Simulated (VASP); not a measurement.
# MgO: single point with PBE

MgO:

```
Mg O
1.0
     3.47722    0.00000    0.00000
    -1.73861    3.01136    0.00000
     0.00000    0.00000    4.65564
Mg O
2 2
Direct
  0.33333 0.66667 0.99656
  0.66667 0.33333 0.49656
  0.33333 0.66667 0.39828
  0.66667 0.33333 0.89828
```

This cell differs from its parent crystal: atoms shifted along a free coordinate, c/a of the conventional cell at fixed volume 1.3389.

```yaml
Program: VASP 6.6.1
Task: single point
Functional: PBE
Potentials_or_basis: VASP PAW PBE potentials, release 64 (Mg, O)
Cutoff: 520 eV
k_mesh: 9 × 9 × 6
Occupations: gaussian, width 0.05 eV
Spin: no spin polarisation
```

The pressure is -0.1 GPa. The largest force is 1.451 eV/Å. The band gap on the k mesh is 3.15 eV.

Forces in eV/Å, atoms in the order of the input:
```
Mg   0.000  0.000 -1.451
Mg   0.000  0.000 -1.451
O    0.000  0.000  1.451
O    0.000  0.000  1.451
```

Stress tensor (GPa, compression positive):
```
-7.61  0.00  0.00
 0.00 -7.61  0.00
 0.00  0.00 14.94
```

Levels at points of the mesh, in eV from the valence-band top:
```
           k point  band 4  band 5  band 6  band 7  band 8  band 9  band 10  band 11  band 12  band 13
(0.00, 0.00, 0.00)   -1.08   -1.08   -0.54   -0.54    0.00    3.15     8.15    10.72    12.76    12.76
(0.00, 0.00, 0.50)   -1.99   -0.82   -0.82   -0.82   -0.82    5.74     5.74    13.23    13.23    13.23
```

It took 52 s on 1 thread of Intel Xeon 8259CL, on a shared host, peak memory 0.19 GiB.

Caveat: an odd mesh through Γ misses points on the zone boundary, where band edges can lie; forces of over 1 eV/Å act on the atoms, so gaps and moduli don't describe the material at rest.
